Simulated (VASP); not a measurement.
Write the native input for VASP 6.6.1 that does the following.

| Quantity | Value |
| --- | --- |
| Task | relaxation of cell and atoms |
| Functional | PBE |
| Potentials or basis | VASP PAW PBE potentials, release 64 (Co, Si) |
| Cutoff | 600 eV |
| k mesh | 12 × 12 × 8 |
| Occupations | gaussian, width 0.1 eV |
| Spin | no spin polarisation |
| Dipole correction | no |
| Further INCAR settings | ALGO = Normal; EDIFF = 1e-06; IBRION = 2; EDIFFG = -0.01; NSW = 100; ISIF = 3 |

The structure of CoSi4 lies in POSCAR:

```
CoSi4
1.0
    4.1312654720      0.0000000000      0.0000000000
   -2.0656327360      3.5777808486      0.0000000000
    0.0000000000      0.0000000000      5.0208886660
Co Si
1 4
Direct
    0.0000000000      0.0000000000      0.5000000000
    0.3333333333      0.6666666667      0.7503907217
    0.3333333333      0.6666666667      0.2496092783
    0.6666666667      0.3333333333      0.2496092783
    0.6666666667      0.3333333333      0.7503907217
```

The cell was generated, and may not be a known phase.

These files were run (other wordings do the same):

INCAR

```
SYSTEM = CoSi4
ALGO     = Normal         ! electronic algorithm
EDIFF    = 1E-6           ! SCF threshold, eV
EDIFFG   = -0.01          ! ionic threshold
ENCUT    = 600            ! plane-wave cutoff, eV
GGA      = PE             ! functional
IBRION   = 2              ! ionic algorithm
ISIF     = 3              ! what is computed and relaxed
ISMEAR   = 0              ! smearing method
LASPH    = .True.         ! aspherical terms in the spheres
LCHARG   = .False.        ! write CHGCAR
LREAL    = .False.        ! projectors in reciprocal space
LWAVE    = .False.        ! write WAVECAR
NELM     = 80             ! most SCF steps
NSW      = 100            ! ionic steps
PREC     = Accurate       ! precision mode
SIGMA    = 0.1            ! smearing width, eV
```

KPOINTS

```
k-points
0
Gamma
  12 12 8
  0 0 0
```

Potentials or basis: VASP PAW PBE potentials, release 64 (Co, Si).

Run with:

```console
$ cat potpaw_PBE.64/Co/POTCAR potpaw_PBE.64/Si/POTCAR > POTCAR
$ mpirun -np 1 vasp_std > vasp.out
```

Results of the run:

* Relaxed volume: 14.82 Å³/atom
* Relaxed cell: a = 4.120 Å, b = 4.120 Å, c = 5.041 Å, α = 90.00°, β = 90.00°, γ = 120.00°
* Space group after relaxing (to 0.1 Å): P6/mmm (No. 191)
* Energy gained by relaxing: 0.7 meV/atom
* Ionic steps: 3
* Pressure after relaxing: 0.0 GPa
* Largest force after relaxing: 0.008 eV/Å

Caveat: the highest band is partly filled, so the run has too few bands.

Run time: 7.1 min on 1 thread of Intel Xeon 8259CL (shared host), peak memory 0.32 GiB.
